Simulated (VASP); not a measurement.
# BP (F-43m) in VASP: a series of runs

The runs below take BP through single point, relaxation of cell and atoms, with PBEsol.

All numbers are computed with VASP 6.6.1; they aren't measurements. Logs are shortened: lines on timing, memory, paths and dates and some standing lists are left out, and cuts for length are marked.

**1. The cell of the first run**

The structure is cubic, space group F-43m (No. 216). The conventional cell has a = 4.520 Å, b = 4.520 Å, c = 4.520 Å, α = 90.00°, β = 90.00°, γ = 90.00°. Within 2.6 Å of B (site symmetry -43m) lie 4 P at 1.96 Å. Within 2.6 Å of P (site symmetry -43m) lie 4 B at 1.96 Å.

**2. Single point, PBEsol**

File INCAR:

```
PREC = Accurate
ENCUT = 500
EDIFF = 1E-6
ISMEAR = 0
SIGMA = 0.02
LREAL = False
LASPH = True
NELM = 120
ALGO = Normal
ISIF = 2
LWAVE = False
LCHARG = False
GGA = PS
NBANDS = 11
GGA_COMPAT = False
```

File KPOINTS:

```
Automatic mesh
0
Gamma
  10 10 10
```

File POSCAR:

```
BP
1.0
    0.0000000000      2.2600223687      2.2600223687
    2.2600223687      0.0000000000      2.2600223687
    2.2600223687      2.2600223687      0.0000000000
B P
1 1
Direct
    0.0000000000      0.0000000000      0.0000000000
    0.2500000000      0.2500000000      0.2500000000
```

Potentials or basis: VASP PAW PBE potentials, release 64 (B, P).

The run is started by

```
> cat potpaw_PBE.64/B/POTCAR potpaw_PBE.64/P/POTCAR > POTCAR
> mpirun -np 1 vasp_std > vasp.out
```

OUTCAR:

```text
PREC = Accurate
   ENCUT = 500
   EDIFF = 1E-6
   ISMEAR = 0
   LREAL = False
   LASPH = True
   NELM = 120
   ISIF = 2
   GGA = PS

 ion  position               nearest neighbor table
   1  0.000  0.000  0.000-   2 1.96   2 1.96   2 1.96   2 1.96
   2  0.250  0.250  0.250-   1 1.96   1 1.96   1 1.96   1 1.96

  LATTYP: Found a face centered cubic cell.
 ALAT       =     4.5200447374

  Lattice vectors:

 A1 = (   0.0000000000,   2.2600223687,   2.2600223687)
 A2 = (   2.2600223687,   0.0000000000,   2.2600223687)
 A3 = (   2.2600223687,   2.2600223687,   0.0000000000)

Analysis of symmetry for initial positions (statically):
=====================================================================
 Subroutine PRICEL returns:
 Original cell was already a primitive cell.

 Routine SETGRP: Setting up the symmetry group for a
 face centered cubic supercell.

 Subroutine GETGRP returns: Found 24 space group operations
 (whereof 24 operations were pure point group operations)
 out of a pool of 48 trial point group operations.

The static configuration has the point symmetry T_d .

Analysis of symmetry for dynamics (positions and initial velocities):
=====================================================================
 Subroutine PRICEL returns:
 Original cell was already a primitive cell.

 Routine SETGRP: Setting up the symmetry group for a
 face centered cubic supercell.

 Subroutine GETGRP returns: Found 24 space group operations
 (whereof 24 operations were pure point group operations)
 out of a pool of 48 trial point group operations.

The dynamic configuration has the point symmetry T_d .

 Subroutine INISYM returns: Found 24 space group operations
 (whereof 24 operations are pure point group operations),
 and found     1 'primitive' translations

----------------------------------------------------------------------------------------

                                     Primitive cell

  volume of cell :      23.0870

  direct lattice vectors                    reciprocal lattice vectors
     0.000000000  2.260022369  2.260022369    -0.221236748  0.221236748  0.221236748
     2.260022369  0.000000000  2.260022369     0.221236748 -0.221236748  0.221236748
     2.260022369  2.260022369  0.000000000     0.221236748  0.221236748 -0.221236748

  length of vectors
     3.196154285  3.196154285  3.196154285     0.383193289  0.383193289  0.383193289

  position of ions in fractional coordinates (direct lattice)
     0.000000000  0.000000000  0.000000000
     0.250000000  0.250000000  0.250000000

  ion indices of the primitive-cell ions
   primitive index   ion index
                 1           1
                 2           2

----------------------------------------------------------------------------------------

 KPOINTS: Automatic mesh

Automatic generation of k-mesh.
 Grid dimensions read from file:
 generate k-points for:   10   10   10

 Generating k-lattice:

  Cartesian coordinates                     Fractional coordinates (reciprocal lattice)
    -0.022123675  0.022123675  0.022123675     0.100000000  0.000000000  0.000000000
     0.022123675 -0.022123675  0.022123675     0.000000000  0.100000000  0.000000000
     0.022123675  0.022123675 -0.022123675     0.000000000  0.000000000  0.100000000

  Length of vectors
     0.038319329  0.038319329  0.038319329

  Shift w.r.t. Gamma in fractional coordinates (k-lattice)
     0.000000000  0.000000000  0.000000000

 Subroutine IBZKPT returns following result:
 ===========================================

 Found     47 irreducible k-points:

 Following reciprocal coordinates:
            Coordinates               Weight
  0.000000  0.000000  0.000000      1.000000
  0.100000  0.000000  0.000000      8.000000
  0.200000  0.000000  0.000000      8.000000
  0.300000  0.000000  0.000000      8.000000
  0.400000  0.000000  0.000000      8.000000
  0.500000  0.000000  0.000000      4.000000
[... 16 lines left out ...]
  0.300000  0.300000  0.000000      6.000000
  0.400000  0.300000  0.000000     24.000000
 [... further k-points ...]
   k-points           NKPTS =     47   k-points in BZ     NKDIM =     47   number of bands    NBANDS=     11
   number of dos      NEDOS =    301   number of ions     NIONS =      2
   total plane-waves  NPLWV =  13824
   dimension x,y,z NGX =    24 NGY =   24 NGZ =   24
   dimension x,y,z NGXF=    48 NGYF=   48 NGZF=   48
   ions per type =               1   1
   NGX,Y,Z   is equivalent  to a cutoff of  12.48, 12.48, 12.48 a.u.
   NGXF,Y,Z  is equivalent  to a cutoff of  24.97, 24.97, 24.97 a.u.
 SYSTEM =  unknown system
   PREC   = accura    normal or accurate (medium, high low for compatibility)
   ISTART =      0    job   : 0-new  1-cont  2-samecut
   ICHARG =      2    charge: 1-file 2-atom 10-const
   ISPIN  =      1    spin polarized calculation?
   LNONCOLLINEAR =      F non collinear calculations
   LSORBIT =      F    spin-orbit coupling
   LASPH  =      T    aspherical Exc in radial PAW
   ENCUT  =  500.0 eV  36.75 Ry    6.06 a.u.   5.83  5.83  5.83*2*pi/ulx,y,z
   NELM   =    120;   NELMIN=  2; NELMDL= -5     # of ELM steps
   EDIFF  = 0.1E-05   stopping-criterion for ELM
   LREAL  =      F    real-space projection
   EDIFFG = 0.1E-04   stopping-criterion for IOM
   NSW    =      0    number of steps for IOM
   IBRION =     -1    ionic relax: 0-MD 1-quasi-New 2-CG
   NFREE  =      0    steps in history (QN), initial steepest desc. (CG)
   ISIF   =      2    stress and relaxation
   ISYM   =      2    0-nonsym 1-usesym 2-fastsym
   POTIM  = 0.5000    time-step for ionic-motion
   TEBEG  =    0.0;   TEEND  =   0.0 temperature during run
   PSTRESS=    0.0 pullay stress
   NELECT =       8.0000    total number of electrons
   NUPDOWN=      -1.0000    fix difference up-down
   EMIN   =  10.00;   EMAX   =-10.00  energy-range for DOS
   EFERMI =   0.00;   METHOD = LEGACY
   ISMEAR =     0;   SIGMA  =   0.02  broadening in eV -4-tet -1-fermi 0-gaus
   EFERMI_NEDOS =   21; number of points for ismear=-14 and -15
   IALGO  =     38    algorithm
   IMIX   =      4    mixing-type and parameters
     AMIX     =   0.40;   BMIX     =  1.00
     AMIX_MAG =   1.60;   BMIX_MAG =  1.00
  volume/ion in A,a.u.               =      11.54        77.90
  Fermi-wavevector in a.u.,A,eV,Ry     =   1.149870  2.172939 17.989638  1.322201
  Thomas-Fermi vector in A             =   2.286537
   LORBIT       =      0    0 simple, 1 ext, 2 COOP (PROOUT), +10 PAW based schemes
   GGA     = PS    functional components
   LHFCALC =     F    Hartree Fock is set to
   AEXX    =    0.0000 exact exchange contribution
   IVDW    =     0    specifies the selected vdW correction
   LEPSILON=     F    determine dielectric tensor
   LRPA    =     F    only Hartree local field effects (RPA)
 non-spin polarized calculation
 Gauss-broadening in eV      SIGMA  =   0.02
  energy-cutoff  :      500.00
  volume of cell :       23.09
 maximum number of plane-waves:       600
   NGX = 11   NGY = 11   NGZ = 11

 number of electron       8.0000001 magnetization

 Free energy of the ion-electron system (eV)
  ---------------------------------------------------
  ext. energy  EPLUGINS =         0.00000000
  ---------------------------------------------------
  free energy    TOTEN  =       -13.67328666 eV

  energy without entropy =      -13.67328666  energy(sigma->0) =      -13.67328666

 E-fermi :   7.7394     XC(G=0): -11.0959

 val. band max:        7.5469406145   @ k =   0.0000   0.0000   0.0000
 cond. band min:       8.6622309836   @ k =   0.4000   0.4000   0.0000
 fundamental gap:      1.1152903691
 Fermi energy:         7.7394466103

 k-point     1 :       0.0000    0.0000    0.0000
  band No.  band energies     occupation
      1      -8.0580      2.00000
      2       7.5469      2.00000
      3       7.5469      2.00000
      4       7.5469      2.00000
      5      10.9213      0.00000
      6      10.9213      0.00000
      7      10.9213      0.00000
      8      15.0701      0.00000
      9      18.8712      0.00000
     10      19.7035      0.00000
     11      19.7035      0.00000

 k-point     2 :       0.1000    0.0000    0.0000
  band No.  band energies     occupation
      1      -7.8755      2.00000
      2       6.2240      2.00000
      3       7.2452      2.00000
      4       7.2452      2.00000
      5      11.3377      0.00000
      6      11.3377      0.00000
      7      11.3689      0.00000
      8      15.5759      0.00000
      9      18.9763      0.00000
     10      18.9763      0.00000
     11      19.4556      0.00000

 k-point     3 :       0.2000    0.0000    0.0000
  band No.  band energies     occupation
      1      -7.3345      2.00000
      2       3.8508      2.00000
      3       6.6771      2.00000
      4       6.6771      2.00000
      5      11.5821      0.00000
      6      12.0630      0.00000
      7      12.0630      0.00000
      8      16.6852      0.00000
      9      18.3502      0.00000
     10      18.3502      0.00000
     11      20.3420      0.00000

 k-point     4 :       0.3000    0.0000    0.0000
  band No.  band energies     occupation
      1      -6.4639      2.00000
      2       1.4591      2.00000
      3       6.1828      2.00000
      4       6.1828      2.00000
      5      11.5005      0.00000
      6      12.3764      0.00000
      7      12.3764      0.00000
      8      17.4816      0.00000
      9      18.9433      0.00000
     10      18.9433      0.00000
     11      20.6574      0.00000
[... 239 lines left out ...]
 k-point    22 :      -0.2000    0.2000    0.0000
  band No.  band energies     occupation
      1      -6.1684      2.00000
      2       2.2512      2.00000
      3       3.2821      2.00000
      4       6.2861      2.00000
      5      11.9882      0.00000
      6      12.8538      0.00000
      7      13.9304      0.00000
      8      15.8783      0.00000
      9      16.9776      0.00000
     10      21.1332      0.00000
     11      23.4058      0.00000

 k-point    23 :       0.3000    0.3000    0.0000
  band No.  band energies     occupation
      1      -5.9143      2.00000
      2       2.7036      2.00000
      3       4.2639      2.00000
      4       4.2639      2.00000
      5       8.9651      0.00000
      6      11.3172      0.00000
      7      16.4602      0.00000
      8      16.4602      0.00000
      9      20.7140      0.00000
     10      21.9862      0.00000
     11      24.0397      0.00000

 k-point    24 :       0.4000    0.3000    0.0000
  band No.  band energies     occupation
      1      -5.0758      2.00000
      2       1.3563      2.00000
      3       3.4129      2.00000
      4       3.9656      2.00000
      5       9.2496      0.00000
      6      11.0401      0.00000
      7      17.0785      0.00000
      8      17.0829      0.00000
      9      21.6184      0.00000
     10      22.8768      0.00000
     11      24.6360      0.00000

 [... further k-points ...]
[... 5 lines left out ...]
  --------------------------------------------------------------------------------------
  -------------------------------------------------------------------------------------
  Total        0.0176008      0.0176008      0.0176008     -0.0000000      0.0000000      0.0000000
  in kB        1.2214454      1.2214454      1.2214454     -0.0000000      0.0000000      0.0000000
  external PRESSURE =       1.2214454 kB  Pullay stress =       0.0000000 kB

 VOLUME and BASIS-vectors are now :
 -----------------------------------------------------------------------------
  energy-cutoff  :      500.00
  volume of cell :       23.09
      direct lattice vectors                 reciprocal lattice vectors
     0.000000000  2.260022369  2.260022369    -0.221236748  0.221236748  0.221236748
     2.260022369  0.000000000  2.260022369     0.221236748 -0.221236748  0.221236748
     2.260022369  2.260022369  0.000000000     0.221236748  0.221236748 -0.221236748

 POSITION                                       TOTAL-FORCE (eV/Angst)
 -----------------------------------------------------------------------------------
      0.00000      0.00000      0.00000         0.000000      0.000000      0.000000
      1.13001      1.13001      1.13001        -0.000000     -0.000000     -0.000000
 -----------------------------------------------------------------------------------
    total drift:                                0.000000      0.000000      0.000000

  FREE ENERGIE OF THE ION-ELECTRON SYSTEM (eV)
  ---------------------------------------------------
  free  energy   TOTEN  =       -13.6732866650 eV

  energy  without entropy=      -13.6732866650  energy(sigma->0) =      -13.67328666
```

Run time: 7.1 s. Hardware: 1 thread of Intel Xeon 6975P-C, shared host; peak memory 0.14 GiB.

What came out:

```yaml
Free_energy: -13.6733 eV
Pressure: 0.1 GPa
Band_gap_on_the_k_mesh: 1.12 eV, indirect (least direct gap 3.37 eV)
```

Caveat: the PAW data sets were made with another functional, which shifts forces and pressure a little. A k mesh can miss the band edges.

**3. Relaxation of cell and atoms, PBEsol**

This run uses another cell than the first one, of 11.76 Å³/atom, 1.019 times its volume.

File INCAR:

```
PREC     = Accurate       # precision mode
ENCUT    = 500            # plane-wave cutoff, eV
EDIFF    = 1E-7           # SCF threshold, eV
ISMEAR   = 0              # smearing method
SIGMA    = 0.02           # smearing width, eV
LREAL    = F              # projectors in reciprocal space
LASPH    = T              # aspherical terms in the spheres
NELM     = 120            # most SCF steps
ALGO     = Normal         # electronic algorithm
ISIF     = 3              # what is computed and relaxed
LWAVE    = F              # write WAVECAR
LCHARG   = F              # write CHGCAR
GGA      = PS             # functional
IBRION   = 2              # ionic algorithm
NSW      = 70             # ionic steps
EDIFFG   = -0.005         # ionic threshold
GGA_COMPAT= F            
NELMIN   = 4
```

File KPOINTS:

```
regular mesh
0
Gamma
  10 10 10
```

File POSCAR:

```
BP
1.0
    0.0000000000      2.2741519252      2.2741519252
    2.2741519252      0.0000000000      2.2741519252
    2.2741519252      2.2741519252      0.0000000000
B P
1 1
Direct
    0.0000000000      0.0000000000      0.0000000000
    0.2500000000      0.2500000000      0.2500000000
```

Potentials or basis: VASP PAW PBE potentials, release 64 (B, P).

The run is started by

```
> cat potpaw_PBE.64/B/POTCAR potpaw_PBE.64/P/POTCAR > POTCAR
> mpirun -np 1 vasp_std > vasp.out
```

Run time: 11 s. Hardware: 1 thread of Intel Xeon 6975P-C, shared host; peak memory 0.14 GiB.

The run converged. Its results:

| Quantity | Value |
| --- | --- |
| Free energy | -13.6735 eV |
| Relaxed volume | 11.55 Å³/atom |
| Relaxed cell | a = 3.197 Å, b = 3.197 Å, c = 3.197 Å, α = 60.00°, β = 60.00°, γ = 60.00° |
| Space group after relaxing (to 0.05 Å) | F-43m (No. 216) |
| Energy gained by relaxing | 2.0 meV/atom |
| Ionic steps | 3 |
| Pressure after relaxing | 0.0 GPa |
| Band gap on the k mesh | 1.12 eV, indirect (least direct gap 3.37 eV) |

Step by step:
```csv
step,energy change (eV),largest force (eV/Å),pressure (GPa),volume (Å³)
1,0.0000,0.0000,-2.94,23.52
2,-0.0017,0.0000,2.32,22.80
3,-0.0039,0.0000,0.00,23.10
```

Final structure:
```
B P
1.0
     0.00000    2.26056    2.26056
     2.26056    0.00000    2.26056
     2.26056    2.26056    0.00000
B P
1 1
Cartesian
  0.0000 0.0000 0.0000
  1.1303 1.1303 1.1303
```

Levels at points of the mesh, in eV from the valence-band top:
```tsv
k point	band 1	band 2	band 3	band 4	band 5	band 6	band 7	band 8
(0.00, 0.00, 0.00)	-15.60	0.00	0.00	0.00	3.37	3.37	3.37	7.51
(0.50, 0.00, 0.00)	-12.21	-9.18	-1.78	-1.78	3.80	4.66	4.66	9.97
(0.50, 0.50, 0.00)	-10.66	-8.66	-4.19	-4.19	1.20	1.51	12.20	12.20
```

Caveat: the PAW data sets were made with another functional, which shifts forces and pressure a little. A k mesh can miss the band edges.
